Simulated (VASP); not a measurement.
Wanted: the native input for a VASP 6.6.1 run.

```
Task                   : single point
Functional             : LDA
Potentials or basis    : VASP PAW LDA potentials, release 64 (Zn, S)
Cutoff                 : 520 eV
k mesh                 : 6 × 6 × 6
Occupations            : gaussian, width 0.01 eV
Spin                   : no spin polarisation
Dipole correction      : no
Further INCAR settings : ALGO = Normal; EDIFF = 1e-06; NBANDS = 16
```

The structure of ZnS lies in POSCAR:

```
ZnS
1.0
    0.0000000000      2.6940955531      2.6940955531
    2.6940955531      0.0000000000      2.6940955531
    2.6940955531      2.6940955531      0.0000000000
Zn S
1 1
Direct
    0.2500000000      0.2500000000      0.2500000000
    0.0000000000      0.0000000000      0.0000000000
```

These files were run (other wordings do the same):

INCAR

```
SYSTEM = ZnS
ALGO = Normal
EDIFF = 1E-6
ENCUT = 520
GGA = CA
ISIF = 2
ISMEAR = 0
LASPH = .TRUE.
LCHARG = .FALSE.
LREAL = .FALSE.
LWAVE = .FALSE.
NBANDS = 16
NELM = 80
PREC = Accurate
SIGMA = 0.01
```

KPOINTS

```
k-points
0
G
  6 6 6
  0 0 0
```

Potentials or basis: VASP PAW LDA potentials, release 64 (Zn, S).

Launch:

```sh
$ cat potpaw_LDA.64/Zn/POTCAR potpaw_LDA.64/S/POTCAR > POTCAR
$ mpirun -np 1 vasp_std > vasp.out
```

It gave:

The pressure is -3.7 GPa and the band gap on the k mesh is 1.93 eV.

Caveat: the cell stands under tension.

Wall time 9.4 s on 1 thread of Intel(R) Xeon(R) Platinum 8259CL CPU @ 2.50GHz (Skylake/Cascade Lake) (shared host), peak memory 0.14 GiB.
